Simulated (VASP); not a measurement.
# MnSn3 (Fm-3m) in VASP: a series of runs

Runs on MnSn3. Level: PBEsol. Tasks: relaxation of cell and atoms, single point.

Everything below comes from runs of VASP 6.6.1. Logs are shortened: lines on timing, memory, paths and dates and some standing lists are left out, and cuts for length are marked.

### 1 The cell of the first run

It takes space group Fm-3m (No. 225, cubic). Conventional cell: a = 6.788 Å, b = 6.788 Å, c = 6.788 Å, α = 90.00°, β = 90.00°, γ = 90.00°. Sn (site symmetry -43m) has 10 Sn at 2.94 to 3.39 Å and 4 Mn at 2.94 Å within 3.9 Å. Within 3.9 Å of Sn (site symmetry m-3m) lie 8 Sn at 2.94 Å and 6 Mn at 3.39 Å. Mn (site symmetry m-3m) has 14 Sn at 2.94 to 3.39 Å within 3.9 Å.

### 2 Relaxation of cell and atoms, PBEsol, collinear spin, ferromagnetic start

Contents of INCAR:

```
SYSTEM = MnSn3
PREC     = Accurate       ! precision mode
ENCUT    = 600            ! plane-wave cutoff, eV
EDIFF    = 1E-7           ! SCF threshold, eV
ISMEAR   = 0              ! smearing method
SIGMA    = 0.1            ! smearing width, eV
LREAL    = .FALSE.        ! projectors in reciprocal space
LASPH    = .TRUE.         ! aspherical terms in the spheres
NELM     = 150            ! most SCF steps
ALGO     = Normal         ! electronic algorithm
ISIF     = 3              ! what is computed and relaxed
LWAVE    = .FALSE.        ! write WAVECAR
LCHARG   = .FALSE.        ! write CHGCAR
ISPIN    = 2              ! spin polarisation
MAGMOM   = 0 0 0 3.64     ! initial moments
LORBIT   = 11             ! projections on sites
LMAXMIX  = 4              ! l up to which the mixer works
GGA      = PS             ! functional
IBRION   = 2              ! ionic algorithm
NSW      = 100            ! ionic steps
EDIFFG   = -0.05          ! ionic threshold
```

Contents of KPOINTS:

```
Automatic mesh
0
G
  6 6 6
  0 0 0
```

Contents of POSCAR:

```
MnSn3
1.0
    0.0000000000      3.3941074405      3.3941074405
    3.3941074405      0.0000000000      3.3941074405
    3.3941074405      3.3941074405      0.0000000000
Sn Mn
3 1
Direct
    0.2500000000      0.2500000000      0.2500000000
    0.7500000000      0.7500000000      0.7500000000
    0.5000000000      0.5000000000      0.5000000000
    0.0000000000      0.0000000000      0.0000000000
```

Potentials or basis: VASP PAW PBE potentials, release 64 (Sn_d, Mn_pv).

The run is started by

```
$ cat potpaw_PBE.64/Sn_d/POTCAR potpaw_PBE.64/Mn_pv/POTCAR > POTCAR
$ mpirun -np 1 vasp_std > vasp.out
```

OUTCAR:

```text
SYSTEM = MnSn3
   PREC = Accurate
   ENCUT = 600
   EDIFF = 1E-7
   ISMEAR = 0
   LREAL = .FALSE.
   LASPH = .TRUE.
   NELM = 150
   ISIF = 3
   ISPIN = 2
   LORBIT = 11
   GGA = PS
   IBRION = 2
   NSW = 100
   EDIFFG = -0.05

 ion  position               nearest neighbor table
   1  0.250  0.250  0.250-   4 2.94   4 2.94   4 2.94   3 2.94   3 2.94   3 2.94   4 2.94   3 2.94
                             2 3.39   2 3.39   2 3.39   2 3.39   2 3.39   2 3.39
   2  0.750  0.750  0.750-   3 2.94   3 2.94   3 2.94   4 2.94   4 2.94   4 2.94   4 2.94   3 2.94
                             1 3.39   1 3.39   1 3.39   1 3.39   1 3.39   1 3.39
   3  0.500  0.500  0.500-   1 2.94   1 2.94   1 2.94   2 2.94   2 2.94   2 2.94   2 2.94   1 2.94
                             4 3.39   4 3.39   4 3.39   4 3.39   4 3.39   4 3.39
   4  0.000  0.000  0.000-   2 2.94   2 2.94   2 2.94   1 2.94   1 2.94   1 2.94   2 2.94   1 2.94
                             3 3.39   3 3.39   3 3.39   3 3.39   3 3.39   3 3.39

  LATTYP: Found a face centered cubic cell.
 ALAT       =     6.7882148810

  Lattice vectors:

 A1 = (   0.0000000000,   3.3941074405,   3.3941074405)
 A2 = (   3.3941074405,   0.0000000000,   3.3941074405)
 A3 = (   3.3941074405,   3.3941074405,   0.0000000000)

Analysis of symmetry for initial positions (statically):
=====================================================================
 Subroutine PRICEL returns:
 Original cell was already a primitive cell.

 Routine SETGRP: Setting up the symmetry group for a
 face centered cubic supercell.

 Subroutine GETGRP returns: Found 48 space group operations
 (whereof 48 operations were pure point group operations)
 out of a pool of 48 trial point group operations.

The static configuration has the point symmetry O_h .

Analysis of symmetry for dynamics (positions and initial velocities):
=====================================================================
 Subroutine PRICEL returns:
 Original cell was already a primitive cell.

 Routine SETGRP: Setting up the symmetry group for a
 face centered cubic supercell.

 Subroutine GETGRP returns: Found 48 space group operations
 (whereof 48 operations were pure point group operations)
 out of a pool of 48 trial point group operations.

The dynamic configuration has the point symmetry O_h .

Analysis of structural, dynamic, and magnetic symmetry:
=====================================================================
 Subroutine PRICEL returns:
 Original cell was already a primitive cell.

 Routine SETGRP: Setting up the symmetry group for a
 face centered cubic supercell.

 Subroutine GETGRP returns: Found 48 space group operations
 (whereof 48 operations were pure point group operations)
 out of a pool of 48 trial point group operations.

The overall configuration has the point symmetry O_h .

 Subroutine INISYM returns: Found 48 space group operations
 (whereof 48 operations are pure point group operations),
 and found     1 'primitive' translations

[... 97 lines left out ...]
   POTIM  = 0.5000    time-step for ionic-motion
   TEBEG  =    0.0;   TEEND  =   0.0 temperature during run
   PSTRESS=    0.0 pullay stress
   NELECT =      55.0000    total number of electrons
   NUPDOWN=      -1.0000    fix difference up-down
   EMIN   =  10.00;   EMAX   =-10.00  energy-range for DOS
   EFERMI =   0.00;   METHOD = LEGACY
   ISMEAR =     0;   SIGMA  =   0.10  broadening in eV -4-tet -1-fermi 0-gaus
   EFERMI_NEDOS =   21; number of points for ismear=-14 and -15
   IALGO  =     38    algorithm
   IMIX   =      4    mixing-type and parameters
     AMIX     =   0.40;   BMIX     =  1.00
     AMIX_MAG =   1.60;   BMIX_MAG =  1.00
  volume/ion in A,a.u.               =      19.55       131.93
  Fermi-wavevector in a.u.,A,eV,Ry     =   1.455884  2.751222 28.838889  2.119599
  Thomas-Fermi vector in A             =   2.572867
   LORBIT       =     11    0 simple, 1 ext, 2 COOP (PROOUT), +10 PAW based schemes
   GGA     = PS    functional components
   LHFCALC =     F    Hartree Fock is set to
   AEXX    =    0.0000 exact exchange contribution
   IVDW    =     0    specifies the selected vdW correction
   LEPSILON=     F    determine dielectric tensor
   LRPA    =     F    only Hartree local field effects (RPA)
 conjugate gradient relaxation of ions
 spin polarized calculation
 Gauss-broadening in eV      SIGMA  =   0.10
  energy-cutoff  :      600.00
  volume of cell :       78.20
 maximum number of plane-waves:      2637
 NGX is ok and might be reduce to    40
   NGX = 19   NGY = 19   NGZ = 19

--------------------------------------- Ionic step        1  -------------------------------------------

 number of electron      55.0000007 magnetization       3.1244146

 Free energy of the ion-electron system (eV)
  ---------------------------------------------------
  ext. energy  EPLUGINS =         0.00000000
  ---------------------------------------------------
  free energy    TOTEN  =       -20.46346613 eV

  energy without entropy =      -20.44640740  energy(sigma->0) =      -20.45493676

 E-fermi :  10.6797     XC(G=0): -11.8237

 val. band max:       10.6771174011   @ k =   0.5000   0.5000   0.0000
 cond. band min:      10.7022597354   @ k =  -0.3333   0.5000   0.1667
 fundamental gap:      0.0251423343
 Fermi energy:        10.6796638581

 spin component 1

 k-point     1 :       0.0000    0.0000    0.0000
  band No.  band energies     occupation
      1     -38.7192      1.00000
      2     -38.7192      1.00000
      3     -38.7192      1.00000
      4     -11.1242      1.00000
      5     -11.1242      1.00000
      6     -11.1242      1.00000
[... 1367 lines left out ...]
 number of electron      55.0000000 magnetization       0.0046206

 number of electron      55.0000000 magnetization      -0.0000025

 Free energy of the ion-electron system (eV)
  ---------------------------------------------------
  ext. energy  EPLUGINS =         0.00000000
  ---------------------------------------------------
  free energy    TOTEN  =       -19.86122938 eV

  energy without entropy =      -19.81989639  energy(sigma->0) =      -19.84056288

 E-fermi :   9.3604     XC(G=0): -11.5214

 val. band max:        9.3536076080   @ k =   0.5000   0.3333   0.1667
 cond. band min:       9.3760270179   @ k =   0.5000   0.3333   0.0000
 fundamental gap:      0.0224194099
 Fermi energy:         9.3603721338

 spin component 1

 k-point     1 :       0.0000    0.0000    0.0000
  band No.  band energies     occupation
      1     -37.8358      1.00000
      2     -37.8358      1.00000
      3     -37.8358      1.00000
      4     -12.1372      1.00000
      5     -12.1372      1.00000
      6     -12.1372      1.00000
[... 1239 lines left out ...]
  FREE ENERGIE OF THE ION-ELECTRON SYSTEM (eV)
  ---------------------------------------------------
  free  energy   TOTEN  =       -19.8612293761 eV

  energy  without entropy=      -19.8198963857  energy(sigma->0) =      -19.84056288

 reached required accuracy - stopping structural energy minimisation

 total charge

# of ion       s       p       d       tot
------------------------------------------
    1        1.219   1.047  10.022  12.288
    2        1.219   1.047  10.022  12.288
    3        1.294   0.983  10.040  12.317
    4        0.257   6.129   5.144  11.530
--------------------------------------------------
tot          3.989   9.206  35.228  48.422

 magnetization (x)

# of ion       s       p       d       tot
------------------------------------------
    1        0.000   0.000   0.000   0.000
    2        0.000   0.000   0.000   0.000
    3        0.000  -0.000   0.000   0.000
    4        0.000   0.000   0.000   0.000
--------------------------------------------------
tot          0.000   0.000   0.000   0.000
```

OSZICAR:

```text
N       E                     dE             d eps       ncg     rms          rms(c)
DAV:   1     0.605925258389E+03    0.60593E+03   -0.30434E+04  2315   0.284E+03
[... 114 lines left out ...]
DAV:   9    -0.198612783751E+02    0.12030E-03   -0.17133E-04  2871   0.108E-01    0.129E-01
DAV:  10    -0.198612481228E+02    0.30252E-04   -0.73145E-05  2681   0.452E-02    0.684E-02
DAV:  11    -0.198612398713E+02    0.82515E-05   -0.72399E-06  2469   0.328E-02    0.516E-02
DAV:  12    -0.198612305606E+02    0.93107E-05   -0.22500E-05  2859   0.619E-02    0.179E-02
DAV:  13    -0.198612296775E+02    0.88311E-06   -0.45453E-06  2776   0.191E-02    0.647E-03
DAV:  14    -0.198612293916E+02    0.28584E-06   -0.34579E-07  1995   0.558E-03    0.421E-03
DAV:  15    -0.198612293761E+02    0.15538E-07   -0.12295E-07  1306   0.593E-03
   5 F= -.19861229E+02 E0= -.19840563E+02  d E =0.602237E+00  mag=    -0.0000
```

Wall time 7.7 min (1 thread of Intel Xeon 6975P-C (Granite Rapids), shared host); peak memory 0.34 GiB.

Results:

```
Free energy                                           : -19.8612 eV
Relaxed volume                                        : 20.84 Å³/atom
Relaxed cell                                          : a = 4.903 Å, b = 4.903 Å, c = 4.903 Å, α = 60.00°, β = 60.00°, γ = 60.00°
Space group after relaxing (to 0.1 Å)                 : Fm-3m (No. 225)
Ionic steps                                           : 5
Pressure after relaxing                               : -0.3 GPa
Net moment                                            : 0.00 μB per cell
Valence electrons inside the program's atomic spheres : Sn 12.29, 12.32 (each value once); Mn 11.53
```

The path:
| step | energy change (eV) | largest force (eV/Å) | pressure (GPa) | volume (Å³) |
| --- | --- | --- | --- | --- |
| 1 | 0.0000 | 0.0000 | 14.16 | 78.20 |
| 2 | 1.1920 | 0.0000 | -9.74 | 99.44 |
| 3 | 0.7016 | 0.0000 | -4.92 | 89.11 |
| 4 | 0.6261 | 0.0000 | -2.54 | 85.92 |
| 5 | 0.6022 | 0.0000 | -0.30 | 83.34 |

Final structure:
```
Sn Mn
1.0
     0.00000    3.46691    3.46691
     3.46691    0.00000    3.46691
     3.46691    3.46691    0.00000
Sn Mn
3 1
Cartesian
  1.7335 1.7335 1.7335
  5.2004 5.2004 5.2004
  3.4669 3.4669 3.4669
  0.0000 0.0000 0.0000
```

Levels at points of the mesh, in eV from the Fermi level:
Spin up:
```
           k point  band 24  band 25  band 26  band 27  band 28  band 29  band 30  band 31  band 32  band 33
(0.00, 0.00, 0.00)    -2.25    -0.94    -0.94    -0.94    -0.42    -0.42     1.66     1.66     1.66     1.96
(0.50, 0.00, 0.00)    -1.61    -0.94    -0.94    -0.44    -0.44     0.90     0.90     0.96     3.79     4.53
(0.50, 0.50, 0.00)    -2.47    -0.48    -0.48    -0.26     0.14     0.61     4.50     4.53     4.53     5.23
```
Spin down:
| k point | band 25 | band 26 | band 27 | band 28 | band 29 | band 30 | band 31 | band 32 |
| --- | --- | --- | --- | --- | --- | --- | --- | --- |
| (0.00, 0.00, 0.00) | -0.94 | -0.94 | -0.94 | -0.42 | -0.42 | 1.66 | 1.66 | 1.66 |
| (0.50, 0.00, 0.00) | -0.94 | -0.94 | -0.44 | -0.44 | 0.90 | 0.90 | 0.96 | 3.79 |
| (0.50, 0.50, 0.00) | -0.48 | -0.48 | -0.26 | 0.14 | 0.61 | 4.50 | 4.53 | 4.53 |

Caveat: the PAW data sets were made with another functional, which shifts forces and pressure a little; spin-orbit coupling is left out, which moves the levels of the heavy elements.

### 3 Single point, PBEsol, collinear spin, ferromagnetic start

This run uses another cell than the first one, of 23.25 Å³/atom.

Contents of INCAR:

```
SYSTEM = MnSn3
  PREC = Accurate
  ENCUT = 520
  EDIFF = 1E-6
  ISMEAR = 0
  SIGMA = 0.1
  LREAL = .FALSE.
  LASPH = .TRUE.
  NELM = 150
  ALGO = Fast
  ISIF = 2
  LWAVE = .FALSE.
  LCHARG = .FALSE.
  ISPIN = 2
  MAGMOM = 0 0 0 4
  LORBIT = 11
  LMAXMIX = 4
  GGA = PS
  NBANDS = 40
```

Contents of KPOINTS:

```
Automatic mesh
0
G
  10 10 10
  0 0 0
```

Contents of POSCAR:

```
MnSn3
1.0
    0.0000000000      3.5962028443      3.5962028443
    3.5962028443      0.0000000000      3.5962028443
    3.5962028443      3.5962028443      0.0000000000
Sn Mn
3 1
Direct
    0.2500000000      0.2500000000      0.2500000000
    0.7500000000      0.7500000000      0.7500000000
    0.5000000000      0.5000000000      0.5000000000
    0.0000000000      0.0000000000      0.0000000000
```

Potentials or basis: VASP PAW PBE potentials, release 64 (Sn_d, Mn_pv).

The run is started by

```
$ cat potpaw_PBE.64/Sn_d/POTCAR potpaw_PBE.64/Mn_pv/POTCAR > POTCAR
$ mpirun -np 1 vasp_std > vasp.out
```

It took 6.7 min on 1 thread of Intel Xeon Platinum 8488C (Sapphire Rapids), shared host; peak memory 0.45 GiB.

It converged, with:

```yaml
Free_energy: -20.9994 eV
Pressure: -0.1 GPa
Net_moment: 3.83 μB per cell
Site_moments: Sn -0.07, -0.01 (each value once); Mn +3.83 μB
Valence_electrons_inside_the_program's_atomic_spheres: Sn 12.24; Mn 11.36
```

Levels at points of the mesh, in eV from the Fermi level:
Spin up:
```tsv
k point	band 25	band 26	band 27	band 28	band 29	band 30	band 31	band 32	band 33	band 34
(0.00, 0.00, 0.00)	-2.88	-2.88	-1.11	-1.11	-1.11	-0.14	-0.14	-0.14	1.19	1.19
(0.50, 0.00, 0.00)	-2.83	-2.83	-1.29	-1.29	-1.20	-1.20	-1.12	2.75	3.31	4.51
(0.50, 0.50, 0.00)	-2.82	-2.81	-2.81	-2.52	-2.04	3.49	3.57	3.57	4.34	4.34
```
Spin down:
```tsv
k point	band 24	band 25	band 26	band 27	band 28	band 29
(0.00, 0.00, 0.00)	-2.33	-1.11	-1.11	-1.11	0.42	0.42
(0.50, 0.00, 0.00)	-1.77	-1.20	-1.20	0.27	0.27	1.36
(0.50, 0.50, 0.00)	-2.69	0.16	0.16	0.68	1.02	1.26
```

Caveat: the PAW data sets were made with another functional, which shifts forces and pressure a little; spin-orbit coupling is left out, which moves the levels of the heavy elements.
